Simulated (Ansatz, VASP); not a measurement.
## AgCl: VASP beside Ansatz

```
Ag Cl
1.0
     3.52857   -0.54286   -0.54286
    -0.54286    3.52857   -0.54286
    -0.54286   -0.54286    3.52857
Ag Cl
1 1
Direct
  0.00000 0.00000 0.00000
  0.50000 0.50000 0.50000
```

Alike in both runs: task single point; functional r2SCAN; k mesh 10 × 10 × 10; occupations gaussian, width 0.05 eV; no spin polarisation.

|  | VASP | Ansatz |
| --- | --- | --- |
| version | VASP 6.6.1 | Ansatz 0.2.0 |
| potentials or method | VASP PAW PBE potentials, release 64 (Ag, Cl), cutoff 520 eV | scalar-relativistic, plane waves, PAW |
| valence electrons in the cell | 18 | 26 |

```csv
,VASP,Ansatz,Ansatz less VASP
gap on the k mesh at the Fermi level (eV),2.25,2.27,+0.023
least direct gap on the mesh (eV),3.66,3.68,+0.019
pressure (GPa),22.4,22.8,+0.45
"traceless stress, the component that is largest in VASP (GPa)",19.44,19.85,+0.405
```

VASP's potentials were made for PBE, not for r2SCAN. VASP's potentials hold 18 valence electrons a cell and Ansatz's 26, so a difference there can come from the potentials and not from the codes.
